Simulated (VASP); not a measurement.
# Ga (I4/mmm) in VASP: a series of runs

Ga is run at these levels: PBEsol; tasks: single point.

All numbers are computed with VASP 6.6.1; they aren't measurements. Logs are shortened: lines on timing, memory, paths and dates and some standing lists are left out, and cuts for length are marked.

## 1. The cell of the first run

The structure is tetragonal, space group I4/mmm (No. 139). The conventional cell has a = 2.850 Å, b = 2.850 Å, c = 4.458 Å, α = 90.00°, β = 90.00°, γ = 90.00°. Ga (site symmetry 4/mmm) has 12 Ga at 2.85 to 3.01 Å within 3.8 Å.

## 2. Single point, PBEsol (strain +0.015 along x and y, +0.000 along z)

Input file INCAR:

```
SYSTEM = Ga
PREC = Accurate
ENCUT = 520
EDIFF = 1E-7
ISMEAR = 0
SIGMA = 0.15
LREAL = .False.
LASPH = .True.
NELM = 100
ALGO = Fast
ISIF = 2
LWAVE = .False.
LCHARG = .True.
GGA = PS
LELF = .True.
LVHAR = .True.
NBANDS = 12
```

Input file KPOINTS:

```
Automatic mesh
0
Gamma
  24 24 24
  0 0 0
```

Input file POSCAR:

```
Ga
1.0
   -1.4250600000      1.4250600000      2.2290000000
    1.4250600000     -1.4250600000      2.2290000000
    1.4250600000      1.4250600000     -2.2290000000
Ga
1
Direct
    0.0000000000      0.0000000000      0.0000000000
```

Potentials or basis: VASP PAW PBE potentials, release 64 (Ga_d).

The run is started by

```
> cat potpaw_PBE.64/Ga_d/POTCAR > POTCAR
> mpirun -np 1 vasp_std > vasp.out
```

OUTCAR:

```text
SYSTEM = Ga
   PREC = Accurate
   ENCUT = 520
   EDIFF = 1E-7
   ISMEAR = 0
   LREAL = .False.
   LASPH = .True.
   NELM = 100
   ISIF = 2
   GGA = PS

 ion  position               nearest neighbor table
   1  0.000  0.000  0.000-

  LATTYP: Found a body centered tetragonal cell.
 ALAT       =     2.8501200000
 C/A-ratio  =     1.5641446676

  Lattice vectors:

 A1 = (  -1.4250600000,   1.4250600000,   2.2290000000)
 A2 = (   1.4250600000,  -1.4250600000,   2.2290000000)
 A3 = (   1.4250600000,   1.4250600000,  -2.2290000000)

Analysis of symmetry for initial positions (statically):
=====================================================================
 Subroutine PRICEL returns:
 Original cell was already a primitive cell.

 Routine SETGRP: Setting up the symmetry group for a
 body centered tetragonal supercell.

 Subroutine GETGRP returns: Found 16 space group operations
 (whereof 16 operations were pure point group operations)
 out of a pool of 16 trial point group operations.

The static configuration has the point symmetry D_4h.

Analysis of symmetry for dynamics (positions and initial velocities):
=====================================================================
 Subroutine PRICEL returns:
 Original cell was already a primitive cell.

 Routine SETGRP: Setting up the symmetry group for a
 body centered tetragonal supercell.

 Subroutine GETGRP returns: Found 16 space group operations
 (whereof 16 operations were pure point group operations)
 out of a pool of 16 trial point group operations.

The dynamic configuration has the point symmetry D_4h.

 Subroutine INISYM returns: Found 16 space group operations
 (whereof 16 operations are pure point group operations),
 and found     1 'primitive' translations

----------------------------------------------------------------------------------------

                                     Primitive cell

  volume of cell :      18.1066

  direct lattice vectors                    reciprocal lattice vectors
    -1.425060000  1.425060000  2.229000000     0.000000000  0.350862420  0.224315837
     1.425060000 -1.425060000  2.229000000     0.350862420  0.000000000  0.224315837
     1.425060000  1.425060000 -2.229000000     0.350862420  0.350862420  0.000000000

  length of vectors
     3.005001332  3.005001332  3.005001332     0.416439710  0.416439710  0.496194393

  position of ions in fractional coordinates (direct lattice)
     0.000000000  0.000000000  0.000000000

  ion indices of the primitive-cell ions
   primitive index   ion index
[... 82 lines left out ...]
   TEBEG  =    0.0;   TEEND  =   0.0 temperature during run
   PSTRESS=    0.0 pullay stress
   NELECT =      13.0000    total number of electrons
   NUPDOWN=      -1.0000    fix difference up-down
   EMIN   =  10.00;   EMAX   =-10.00  energy-range for DOS
   EFERMI =   0.00;   METHOD = LEGACY
   ISMEAR =     0;   SIGMA  =   0.15  broadening in eV -4-tet -1-fermi 0-gaus
   EFERMI_NEDOS =   21; number of points for ismear=-14 and -15
   IALGO  =     68    algorithm
   IMIX   =      4    mixing-type and parameters
     AMIX     =   0.40;   BMIX     =  1.00
     AMIX_MAG =   1.60;   BMIX_MAG =  1.00
  volume/ion in A,a.u.               =      18.11       122.19
  Fermi-wavevector in a.u.,A,eV,Ry     =   1.465921  2.770189 29.237882  2.148924
  Thomas-Fermi vector in A             =   2.581720
   LORBIT       =      0    0 simple, 1 ext, 2 COOP (PROOUT), +10 PAW based schemes
   GGA     = PS    functional components
   LHFCALC =     F    Hartree Fock is set to
   AEXX    =    0.0000 exact exchange contribution
   IVDW    =     0    specifies the selected vdW correction
   LEPSILON=     F    determine dielectric tensor
   LRPA    =     F    only Hartree local field effects (RPA)
 non-spin polarized calculation
 RMM-DIIS sequential band-by-band and
 Gauss-broadening in eV      SIGMA  =   0.15
  energy-cutoff  :      520.00
  volume of cell :       18.11
 maximum number of plane-waves:       505
   NGX = 11   NGY = 11   NGZ = 11

 number of electron      12.9999997 magnetization

 Free energy of the ion-electron system (eV)
  ---------------------------------------------------
  ext. energy  EPLUGINS =         0.00000000
  ---------------------------------------------------
  free energy    TOTEN  =        -3.33581671 eV

  energy without entropy =       -3.33152598  energy(sigma->0) =       -3.33367135

 E-fermi :   5.7819     XC(G=0): -11.3584

 val. band max:        5.7700115569   @ k =  -0.2917  -0.3750   0.0833
 cond. band min:       5.7837571819   @ k =  -0.3750  -0.4167   0.3750
 fundamental gap:      0.0137456250
 Fermi energy:         5.7819476763

 k-point     1 :       0.0000    0.0000    0.0000
  band No.  band energies     occupation
      1      -9.1574      2.00000
      2      -9.0509      2.00000
      3      -9.0509      2.00000
      4      -9.0136      2.00000
      5      -8.8993      2.00000
      6      -5.5827      2.00000
      7      18.4471      0.00000
      8      18.4471      0.00000
      9      18.5087      0.00000
     10      21.9976      0.00000
     11      22.0115      0.00000
     12      22.5477      0.00000
[... 331 lines left out ...]
 k-point    24 :       0.4583    0.0417    0.0000
  band No.  band energies     occupation
      1      -9.1759      2.00000
      2      -9.1256      2.00000
      3      -9.0367      2.00000
      4      -8.8597      2.00000
      5      -8.8259      2.00000
      6       0.3979      2.00000
      7       2.1954      2.00000
      8      14.4463      0.00000
      9      16.6671      0.00000
     10      18.8486      0.00000
     11      20.2359      0.00000
     12      22.4281      0.00000

 [... further k-points ...]

------------------------ aborting loop because EDIFF is reached ----------------------------------------

  FORCE on cell =-STRESS in cart. coord.  units (eV):
  Direction    XX          YY          ZZ          XY          YZ          ZX
  --------------------------------------------------------------------------------------
  -------------------------------------------------------------------------------------
  Total       -0.1264306     -0.1264306     -0.1709090      0.0000000     -0.0000000      0.0000000
  in kB      -11.1873270    -11.1873270    -15.1230416      0.0000000     -0.0000000      0.0000000
  external PRESSURE =     -12.4992319 kB  Pullay stress =       0.0000000 kB

 VOLUME and BASIS-vectors are now :
 -----------------------------------------------------------------------------
  energy-cutoff  :      520.00
  volume of cell :       18.11
      direct lattice vectors                 reciprocal lattice vectors
    -1.425060000  1.425060000  2.229000000     0.000000000  0.350862420  0.224315837
     1.425060000 -1.425060000  2.229000000     0.350862420  0.000000000  0.224315837
     1.425060000  1.425060000 -2.229000000     0.350862420  0.350862420  0.000000000

 POSITION                                       TOTAL-FORCE (eV/Angst)
 -----------------------------------------------------------------------------------
      0.00000      0.00000      0.00000         0.000000      0.000000      0.000000
 -----------------------------------------------------------------------------------
    total drift:                                0.000000      0.000000      0.000000

  FREE ENERGIE OF THE ION-ELECTRON SYSTEM (eV)
  ---------------------------------------------------
  free  energy   TOTEN  =        -3.3358167128 eV

  energy  without entropy=       -3.3315259788  energy(sigma->0) =       -3.33367135
```

It took 2.4 min on 1 thread of Intel Xeon Platinum 8259CL at 2.50GHz (Skylake/Cascade Lake), shared host; peak memory 0.33 GiB.

What came out:

```yaml
Free_energy: -3.3358 eV
Pressure: -1.2 GPa
Band_gap_on_the_k_mesh: zero (an odd number of electrons rules out a gap without spin polarisation)
```

Caveat: the cell differs from its parent crystal (strain +0.015 along x and y, +0.000 along z); the PAW data sets were made with another functional, which shifts forces and pressure a little.

## 3. Single point, PBEsol (strain +0.015 along x and y, +0.015 along z)

Input file INCAR:

```
SYSTEM = Ga
PREC     = Accurate       ! precision mode
ENCUT    = 520            ! plane-wave cutoff, eV
EDIFF    = 1E-7           ! SCF threshold, eV
ISMEAR   = 0              ! smearing method
SIGMA    = 0.15           ! smearing width, eV
LREAL    = .FALSE.        ! projectors in reciprocal space
LASPH    = .TRUE.         ! aspherical terms in the spheres
NELM     = 100            ! most SCF steps
ALGO     = Fast           ! electronic algorithm
ISIF     = 2              ! what is computed and relaxed
LWAVE    = .FALSE.        ! write WAVECAR
LCHARG   = .TRUE.         ! write CHGCAR
GGA      = PS             ! functional
LELF     = .TRUE.         ! ELF
LVHAR    = .TRUE.       
NBANDS   = 12             ! bands
```

Input file KPOINTS:

```
Automatic mesh
0
G
  24 24 24
  0 0 0
```

Input file POSCAR:

```
Ga
1.0
   -1.4250600000      1.4250600000      2.2624350000
    1.4250600000     -1.4250600000      2.2624350000
    1.4250600000      1.4250600000     -2.2624350000
Ga
1
Direct
    0.0000000000      0.0000000000      0.0000000000
```

Potentials or basis: VASP PAW PBE potentials, release 64 (Ga_d).

The run is started by

```
> cat potpaw_PBE.64/Ga_d/POTCAR > POTCAR
> mpirun -np 1 vasp_std > vasp.out
```

Run time: 2.5 min. Hardware: 1 thread of Intel Xeon Platinum 8259CL at 2.50GHz (Skylake/Cascade Lake), shared host; peak memory 0.33 GiB.

Results (log left out):

* Free energy: -3.3329 eV
* Pressure: -2.0 GPa
* Band gap on the k mesh: zero (an odd number of electrons rules out a gap without spin polarisation)

Stress tensor (GPa, compression positive):
```
-1.97  0.00  0.00
 0.00 -1.97  0.00
 0.00  0.00 -2.16
```

Levels at points of the mesh, in eV from the Fermi level:
| k point | band 2 | band 3 | band 4 | band 5 | band 6 | band 7 | band 8 | band 9 | band 10 | band 11 |
| --- | --- | --- | --- | --- | --- | --- | --- | --- | --- | --- |
| (0.00, 0.00, 0.00) | -14.81 | -14.81 | -14.79 | -14.66 | -11.24 | 12.52 | 12.52 | 12.52 | 16.06 | 16.20 |
| (0.50, 0.00, 0.00) | -14.90 | -14.79 | -14.63 | -14.59 | -4.92 | -4.07 | 8.45 | 11.47 | 12.53 | 15.39 |
| (0.50, 0.50, 0.00) | -14.98 | -14.63 | -14.63 | -14.52 | -2.11 | -1.44 | 4.04 | 4.93 | 7.98 | 8.12 |
| (0.50, 0.50, 0.50) | -14.98 | -14.60 | -14.60 | -14.60 | -3.84 | -3.48 | 6.38 | 6.38 | 9.63 | 10.29 |

Caveat: the cell differs from its parent crystal (strain +0.015 along x and y, +0.015 along z); the PAW data sets were made with another functional, which shifts forces and pressure a little.

[end of part 1 of 2]
